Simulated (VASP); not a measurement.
# TaN (Immm) in VASP: a series of runs

Runs on TaN. Level: PBEsol. Tasks: single point.

All numbers are computed with VASP 6.6.1; they aren't measurements. Logs are shortened: lines on timing, memory, paths and dates and some standing lists are left out, and cuts for length are marked.

## 1. The cell of the first run

It takes space group Immm (No. 71, orthorhombic). Conventional cell: a = 2.784 Å, b = 3.403 Å, c = 4.375 Å, α = 90.00°, β = 90.00°, γ = 90.00°. Ta (site symmetry mmm) has 6 N at 2.19 to 2.20 Å and 2 Ta at 2.78 Å within 2.9 Å. Within 2.9 Å of N (site symmetry mmm) lie 6 Ta at 2.19 to 2.20 Å and 2 N at 2.78 Å.

## 2. Single point, PBEsol (engineering shear strain xz -0.2000, normal strain along z +0.0000)

Input file INCAR:

```
ALGO     = Normal         # electronic algorithm
EDIFF    = 1E-6           # SCF threshold, eV
ENCUT    = 700            # plane-wave cutoff, eV
GGA      = PS             # functional
GGA_COMPAT= False        
ISIF     = 2              # what is computed and relaxed
ISMEAR   = 0              # smearing method
LASPH    = True           # aspherical terms in the spheres
LCHARG   = False          # write CHGCAR
LREAL    = False          # projectors in reciprocal space
LWAVE    = False          # write WAVECAR
NBANDS   = 16             # bands
NELM     = 120            # most SCF steps
PREC     = Accurate       # precision mode
SIGMA    = 0.15           # smearing width, eV
```

Input file KPOINTS:

```
k-points
0
Gamma
  18 18 18
```

Input file POSCAR:

```
TaN
1.0
   -0.2187443640      2.1874436400      2.1874436400
    1.9686992760      0.0000000000      1.9686992760
    2.1874436400      2.1874436400     -0.2187443640
Ta N
1 1
Direct
    0.5000000000      0.5000000000      0.5000000000
    0.0000000000      0.0000000000      0.0000000000
```

Potentials or basis: VASP PAW PBE potentials, release 64 (Ta_sv_GW, N).

Launch:

```sh
cat potpaw_PBE.64/Ta_sv_GW/POTCAR potpaw_PBE.64/N/POTCAR > POTCAR
mpirun -np 1 vasp_std > vasp.out
```

OUTCAR:

```text
EDIFF = 1E-6
   ENCUT = 700
   GGA = PS
   ISIF = 2
   ISMEAR = 0
   LASPH = True
   LREAL = False
   NELM = 120
   PREC = Accurate

 ion  position               nearest neighbor table
   1  0.500  0.500  0.500-   2 2.19   2 2.19   2 2.20   2 2.20   2 2.20   2 2.20
   2  0.000  0.000  0.000-   1 2.19   1 2.19   1 2.20   1 2.20   1 2.20   1 2.20

  LATTYP: Found a body centered orthorhombic cell.
 ALAT       =     2.7841612164
 B/A-ratio  =     1.2222222222
 C/A-ratio  =     1.5713484026

  Lattice vectors:

 A1 = (   2.1874436400,  -2.1874436400,  -0.2187443640)
 A2 = (  -2.1874436400,  -2.1874436400,   0.2187443640)
 A3 = (   0.2187443640,   2.1874436400,  -2.1874436400)

Analysis of symmetry for initial positions (statically):
=====================================================================
 Subroutine PRICEL returns:
 Original cell was already a primitive cell.

 Routine SETGRP: Setting up the symmetry group for a
 body centered orthorhombic supercell.

 Subroutine GETGRP returns: Found  8 space group operations
 (whereof  8 operations were pure point group operations)
 out of a pool of  8 trial point group operations.

The static configuration has the point symmetry D_2h.

Analysis of symmetry for dynamics (positions and initial velocities):
=====================================================================
 Subroutine PRICEL returns:
 Original cell was already a primitive cell.

 Routine SETGRP: Setting up the symmetry group for a
 body centered orthorhombic supercell.

 Subroutine GETGRP returns: Found  8 space group operations
 (whereof  8 operations were pure point group operations)
 out of a pool of  8 trial point group operations.

The dynamic configuration has the point symmetry D_2h.

 Subroutine INISYM returns: Found  8 space group operations
 (whereof  8 operations are pure point group operations),
 and found     1 'primitive' translations

----------------------------------------------------------------------------------------

                                     Primitive cell

  volume of cell :      20.7241

  direct lattice vectors                    reciprocal lattice vectors
    -0.218744364  2.187443640  2.187443640    -0.207797562  0.228577318  0.207797562
     1.968699276  0.000000000  1.968699276     0.253974798 -0.228577318  0.253974798
     2.187443640  2.187443640 -0.218744364     0.207797562  0.228577318 -0.207797562

  length of vectors
     3.101236601  2.784161216  3.101236601     0.372299937  0.425739340  0.372299937

  position of ions in fractional coordinates (direct lattice)
     0.500000000  0.500000000  0.500000000
     0.000000000  0.000000000  0.000000000

  ion indices of the primitive-cell ions
   primitive index   ion index
                 1           1
                 2           2

----------------------------------------------------------------------------------------

 KPOINTS: k-points

Automatic generation of k-mesh.
 Grid dimensions read from file:
 generate k-points for:   18   18   18

 Generating k-lattice:

  Cartesian coordinates                     Fractional coordinates (reciprocal lattice)
    -0.011544309  0.012698740  0.011544309     0.055555556  0.000000000  0.000000000
     0.014109711 -0.012698740  0.014109711    -0.000000000  0.055555556 -0.000000000
     0.011544309  0.012698740 -0.011544309     0.000000000  0.000000000  0.055555556

  Length of vectors
     0.020683330  0.023652186  0.020683330

  Shift w.r.t. Gamma in fractional coordinates (k-lattice)
     0.000000000  0.000000000  0.000000000

 Subroutine IBZKPT returns following result:
 ===========================================

 Found    865 irreducible k-points:

 Following reciprocal coordinates:
            Coordinates               Weight
  0.000000  0.000000  0.000000      1.000000
  0.055556  0.000000 -0.000000      4.000000
  0.111111  0.000000 -0.000000      4.000000
  0.166667  0.000000 -0.000000      4.000000
  0.222222  0.000000 -0.000000      4.000000
  0.277778  0.000000 -0.000000      4.000000
[... 16 lines left out ...]
 -0.333333  0.055556  0.000000      8.000000
 -0.277778  0.055556  0.000000      8.000000
 [... further k-points ...]
   k-points           NKPTS =    865   k-points in BZ     NKDIM =    865   number of bands    NBANDS=     16
   number of dos      NEDOS =    301   number of ions     NIONS =      2
   total plane-waves  NPLWV =  18816
   dimension x,y,z NGX =    28 NGY =   24 NGZ =   28
   dimension x,y,z NGXF=    56 NGYF=   48 NGZF=   56
   ions per type =               1   1
   NGX,Y,Z   is equivalent  to a cutoff of  15.01, 14.33, 15.01 a.u.
   NGXF,Y,Z  is equivalent  to a cutoff of  30.02, 28.66, 30.02 a.u.
 SYSTEM =  unknown system
   PREC   = accura    normal or accurate (medium, high low for compatibility)
   ISTART =      0    job   : 0-new  1-cont  2-samecut
   ICHARG =      2    charge: 1-file 2-atom 10-const
   ISPIN  =      1    spin polarized calculation?
   LNONCOLLINEAR =      F non collinear calculations
   LSORBIT =      F    spin-orbit coupling
   LASPH  =      T    aspherical Exc in radial PAW
   ENCUT  =  700.0 eV  51.45 Ry    7.17 a.u.   6.69  6.01  6.69*2*pi/ulx,y,z
   NELM   =    120;   NELMIN=  2; NELMDL= -5     # of ELM steps
   EDIFF  = 0.1E-05   stopping-criterion for ELM
   LREAL  =      F    real-space projection
[... 7 lines left out ...]
   TEBEG  =    0.0;   TEEND  =   0.0 temperature during run
   PSTRESS=    0.0 pullay stress
   NELECT =      18.0000    total number of electrons
   NUPDOWN=      -1.0000    fix difference up-down
   EMIN   =  10.00;   EMAX   =-10.00  energy-range for DOS
   EFERMI =   0.00;   METHOD = LEGACY
   ISMEAR =     0;   SIGMA  =   0.15  broadening in eV -4-tet -1-fermi 0-gaus
   EFERMI_NEDOS =   21; number of points for ismear=-14 and -15
   IALGO  =     38    algorithm
   IMIX   =      4    mixing-type and parameters
     AMIX     =   0.40;   BMIX     =  1.00
     AMIX_MAG =   1.60;   BMIX_MAG =  1.00
  volume/ion in A,a.u.               =      10.36        69.93
  Fermi-wavevector in a.u.,A,eV,Ry     =   1.561974  2.951702 33.194977  2.439762
  Thomas-Fermi vector in A             =   2.664960
   LORBIT       =      0    0 simple, 1 ext, 2 COOP (PROOUT), +10 PAW based schemes
   GGA     = PS    functional components
   LHFCALC =     F    Hartree Fock is set to
   AEXX    =    0.0000 exact exchange contribution
   IVDW    =     0    specifies the selected vdW correction
   LEPSILON=     F    determine dielectric tensor
   LRPA    =     F    only Hartree local field effects (RPA)
 non-spin polarized calculation
 Gauss-broadening in eV      SIGMA  =   0.15
  energy-cutoff  :      700.00
  volume of cell :       20.72
 maximum number of plane-waves:       888
   NGX = 13   NGY = 13   NGZ = 13

 number of electron      18.0000000 magnetization

 Free energy of the ion-electron system (eV)
  ---------------------------------------------------
  ext. energy  EPLUGINS =         0.00000000
  ---------------------------------------------------
  free energy    TOTEN  =       -25.62680457 eV

  energy without entropy =      -25.61784562  energy(sigma->0) =      -25.62232510

 E-fermi :  13.6449     XC(G=0): -14.1093

 val. band max:       13.6425959992   @ k =  -0.3333  -0.1111   0.0556
 cond. band min:      13.6449054859   @ k =   0.2222  -0.2778   0.1111
 fundamental gap:      0.0023094868
 Fermi energy:        13.6448988861

 k-point     1 :       0.0000    0.0000    0.0000
  band No.  band energies     occupation
      1     -55.4744      2.00000
      2     -21.7729      2.00000
      3     -21.7467      2.00000
      4     -21.2911      2.00000
      5      -4.9021      2.00000
      6       9.8666      2.00000
[... 8 lines left out ...]
     15      23.5972      0.00000
     16      35.5421      0.00000

 k-point     2 :       0.0556    0.0000   -0.0000
  band No.  band energies     occupation
      1     -55.4731      2.00000
      2     -21.7925      2.00000
      3     -21.7536      2.00000
      4     -21.2936      2.00000
      5      -4.8298      2.00000
      6       9.2892      2.00000
[... 8 lines left out ...]
     15      23.7476      0.00000
     16      34.0219      0.00000

 k-point     3 :       0.1111    0.0000   -0.0000
  band No.  band energies     occupation
      1     -55.4692      2.00000
      2     -21.8653      2.00000
      3     -21.7560      2.00000
      4     -21.3009      2.00000
      5      -4.6187      2.00000
      6       8.3574      2.00000
[... 8 lines left out ...]
     15      24.1710      0.00000
     16      32.2318      0.00000

 k-point     4 :       0.1667    0.0000   -0.0000
  band No.  band energies     occupation
      1     -55.4632      2.00000
      2     -21.9794      2.00000
      3     -21.7552      2.00000
      4     -21.3119      2.00000
      5      -4.2856      2.00000
      6       7.3796      2.00000
[... 8 lines left out ...]
     15      24.7626      0.00000
     16      30.6919      0.00000

 k-point     5 :       0.2222    0.0000   -0.0000
  band No.  band energies     occupation
      1     -55.4558      2.00000
      2     -22.1167      2.00000
      3     -21.7535      2.00000
      4     -21.3253      2.00000
      5      -3.8564      2.00000
      6       6.4174      2.00000
[... 8 lines left out ...]
     15      25.2616      0.00000
     16      29.6323      0.00000

 k-point     6 :       0.2778    0.0000   -0.0000
  band No.  band energies     occupation
      1     -55.4479      2.00000
      2     -22.2594      2.00000
      3     -21.7516      2.00000
      4     -21.3396      2.00000
      5      -3.3656      2.00000
      6       5.5109      2.00000
[... 8 lines left out ...]
     15      25.2861      0.00000
     16      29.0091      0.00000

 k-point     7 :       0.3333    0.0000   -0.0000
  band No.  band energies     occupation
      1     -55.4404      2.00000
      2     -22.3902      2.00000
      3     -21.7496      2.00000
      4     -21.3530      2.00000
      5      -2.8577      2.00000
      6       4.6974      2.00000
[... 8 lines left out ...]
     15      24.9594      0.00000
     16      27.8963      0.00000

 k-point     8 :       0.3889    0.0000   -0.0000
  band No.  band energies     occupation
      1     -55.4343      2.00000
      2     -22.4947      2.00000
      3     -21.7480      2.00000
      4     -21.3638      2.00000
      5      -2.3920      2.00000
      6       4.0249      2.00000
[... 8 lines left out ...]
     15      24.7557      0.00000
     16      26.6944      0.00000

 k-point     9 :       0.4444    0.0000   -0.0000
  band No.  band energies     occupation
      1     -55.4304      2.00000
      2     -22.5619      2.00000
      3     -21.7469      2.00000
      4     -21.3709      2.00000
      5      -2.0495      2.00000
      6       3.5635      2.00000
[... 8 lines left out ...]
     15      24.8009      0.00000
     16      25.7935      0.00000
[... 172 lines left out ...]
 k-point    19 :       0.4444    0.0556   -0.0000
  band No.  band energies     occupation
      1     -55.4293      2.00000
      2     -22.5264      2.00000
      3     -21.7577      2.00000
      4     -21.4030      2.00000
      5      -2.1769      2.00000
      6       3.8114      2.00000
[... 8 lines left out ...]
     15      24.6058      0.00000
     16      26.2075      0.00000

 k-point    20 :       0.5000    0.0556   -0.0000
  band No.  band energies     occupation
      1     -55.4268      2.00000
      2     -22.5683      2.00000
      3     -21.7544      2.00000
      4     -21.4086      2.00000
      5      -1.9727      2.00000
      6       3.5321      2.00000
[... 8 lines left out ...]
     15      24.6969      0.00000
     16      25.6679      0.00000

 k-point    21 :      -0.4444    0.0556    0.0000
  band No.  band energies     occupation
      1     -55.4270      2.00000
      2     -22.5652      2.00000
      3     -21.7517      2.00000
      4     -21.4092      2.00000
      5      -2.0041      2.00000
      6       3.5612      2.00000
[... 8 lines left out ...]
     15      24.7936      0.00000
     16      25.7173      0.00000

 k-point    22 :      -0.3889    0.0556    0.0000
  band No.  band energies     occupation
      1     -55.4298      2.00000
      2     -22.5174      2.00000
      3     -21.7499      2.00000
      4     -21.4048      2.00000
      5      -2.2615      2.00000
      6       3.8917      2.00000
[... 8 lines left out ...]
     15      24.8241      0.00000
     16      26.4198      0.00000

 k-point    23 :      -0.3333    0.0556    0.0000
  band No.  band energies     occupation
      1     -55.4350      2.00000
      2     -22.4297      2.00000
      3     -21.7492      2.00000
      4     -21.3959      2.00000
      5      -2.6719      2.00000
      6       4.4587      2.00000
[... 8 lines left out ...]
     15      25.0321      0.00000
     16      27.5402      0.00000

 k-point    24 :      -0.2778    0.0556    0.0000
  band No.  band energies     occupation
      1     -55.4419      2.00000
      2     -22.3109      2.00000
      3     -21.7497      2.00000
      4     -21.3836      2.00000
      5      -3.1528      2.00000
      6       5.1919      2.00000
[... 8 lines left out ...]
     15      25.4347      0.00000
     16      28.9524      0.00000

 [... further k-points ...]

------------------------ aborting loop because EDIFF is reached ----------------------------------------

  FORCE on cell =-STRESS in cart. coord.  units (eV):
  Direction    XX          YY          ZZ          XY          YZ          ZX
  --------------------------------------------------------------------------------------
  -------------------------------------------------------------------------------------
  Total        1.2566386     -0.6275670      1.2566386      0.0000000      0.0000000      1.0437467
  in kB       97.1505326    -48.5171066     97.1505326      0.0000000      0.0000000     80.6918919
  external PRESSURE =      48.5946529 kB  Pullay stress =       0.0000000 kB

 VOLUME and BASIS-vectors are now :
 -----------------------------------------------------------------------------
  energy-cutoff  :      700.00
  volume of cell :       20.72
      direct lattice vectors                 reciprocal lattice vectors
    -0.218744364  2.187443640  2.187443640    -0.207797562  0.228577318  0.207797562
     1.968699276  0.000000000  1.968699276     0.253974798 -0.228577318  0.253974798
     2.187443640  2.187443640 -0.218744364     0.207797562  0.228577318 -0.207797562

 POSITION                                       TOTAL-FORCE (eV/Angst)
 -----------------------------------------------------------------------------------
      1.96870      2.18744      1.96870         0.000000      0.000000      0.000000
      0.00000      0.00000      0.00000        -0.000000      0.000000     -0.000000
 -----------------------------------------------------------------------------------
    total drift:                                0.000000      0.000000      0.000000

  FREE ENERGIE OF THE ION-ELECTRON SYSTEM (eV)
  ---------------------------------------------------
  free  energy   TOTEN  =       -25.6268045741 eV

  energy  without entropy=      -25.6178456202  energy(sigma->0) =      -25.62232510
```

Wall time 2.2 min (1 thread of Intel Xeon Platinum 8559C (Emerald Rapids), shared host); peak memory 0.57 GiB.

What came out:

```yaml
Free_energy: -25.6268 eV
Pressure: 4.9 GPa
Band_gap_on_the_k_mesh: zero (bands 9 and 10 overlap by 4.10 eV)
```

Levels at points of the mesh, in eV from the Fermi level:
```tsv
k point	band 6	band 7	band 8	band 9	band 10	band 11	band 12	band 13
(0.00, 0.00, 0.00)	-3.78	-3.54	-3.28	-2.73	-2.52	0.01	0.57	1.01
(0.50, 0.00, 0.00)	-10.25	-7.42	-5.53	-0.59	2.97	3.22	4.83	7.20
(0.00, 0.50, 0.00)	-10.04	-8.35	-7.12	1.31	1.88	4.21	5.65	8.30
(0.50, 0.50, 0.00)	-6.35	-5.29	-4.18	-4.15	1.60	3.68	3.80	4.50
(0.50, 0.00, 0.50)	-6.31	-5.34	-4.91	-3.10	3.04	4.10	4.24	5.21
```

Caveat: the cell differs from its parent crystal (engineering shear strain xz -0.2000, normal strain along z +0.0000); the stress differs along the axes, from -5 to 10 GPa; the PAW data sets were made with another functional, which shifts forces and pressure a little; spin-orbit coupling is left out, which moves the levels of the heavy elements.

## 3. Single point, PBEsol (engineering shear strain xz -0.3000, normal strain along z +0.0000)

Input file INCAR:

```
SYSTEM = TaN
PREC     = Accurate       ! precision mode
ENCUT    = 700            ! plane-wave cutoff, eV
EDIFF    = 1E-6           ! SCF threshold, eV
ISMEAR   = 0              ! smearing method
SIGMA    = 0.15           ! smearing width, eV
LREAL    = .FALSE.        ! projectors in reciprocal space
LASPH    = .TRUE.         ! aspherical terms in the spheres
NELM     = 120            ! most SCF steps
ALGO     = Normal         ! electronic algorithm
ISIF     = 2              ! what is computed and relaxed
LWAVE    = .FALSE.        ! write WAVECAR
LCHARG   = .FALSE.        ! write CHGCAR
GGA      = PS             ! functional
NBANDS   = 16             ! bands
GGA_COMPAT= .FALSE.
```

Input file KPOINTS:

```
regular mesh
0
G
  18 18 18
  0 0 0
```

Input file POSCAR:

```
TaN
1.0
   -0.3281165460      2.1874436400      2.1874436400
    1.8593270940      0.0000000000      1.8593270940
    2.1874436400      2.1874436400     -0.3281165460
Ta N
1 1
Direct
    0.5000000000      0.5000000000      0.5000000000
    0.0000000000      0.0000000000      0.0000000000
```

Potentials or basis: VASP PAW PBE potentials, release 64 (Ta_sv_GW, N).

Launch:

```sh
cat potpaw_PBE.64/Ta_sv_GW/POTCAR potpaw_PBE.64/N/POTCAR > POTCAR
mpirun -np 1 vasp_std > vasp.out
```

Run time: 3.4 min. Hardware: 1 thread of Intel Xeon Platinum 8488C (Sapphire Rapids), shared host; peak memory 0.57 GiB.

Results (log left out):

* Free energy: -25.3761 eV
* Pressure: 10.3 GPa
* Band gap on the k mesh: zero (bands 9 and 10 overlap by 3.95 eV)

Stress tensor (GPa, compression positive):
```
19.36  0.00 30.80
 0.00 -7.87  0.00
30.80  0.00 19.36
```

Levels at points of the mesh, in eV from the Fermi level:
```csv
k point,band 5,band 6,band 7,band 8,band 9,band 10,band 11,band 12,band 13,band 14
"(0.00, 0.00, 0.00)",-18.31,-3.66,-3.58,-3.35,-3.28,-1.49,0.83,1.40,1.99,3.98
"(0.50, 0.00, 0.00)",-15.41,-10.06,-7.20,-4.06,-1.71,3.26,4.14,5.49,7.17,8.08
"(0.00, 0.50, 0.00)",-14.55,-9.72,-8.40,-6.67,0.88,2.05,4.76,7.32,8.21,8.65
"(0.50, 0.50, 0.00)",-16.52,-6.20,-5.12,-3.86,-3.71,1.03,3.57,3.62,4.45,10.03
"(0.50, 0.00, 0.50)",-17.09,-6.06,-5.29,-4.91,-1.98,3.88,4.36,4.86,5.45,7.89
```

Caveat: the cell differs from its parent crystal (engineering shear strain xz -0.3000, normal strain along z +0.0000); the stress differs along the axes, from -8 to 19 GPa; the PAW data sets were made with another functional, which shifts forces and pressure a little; spin-orbit coupling is left out, which moves the levels of the heavy elements.
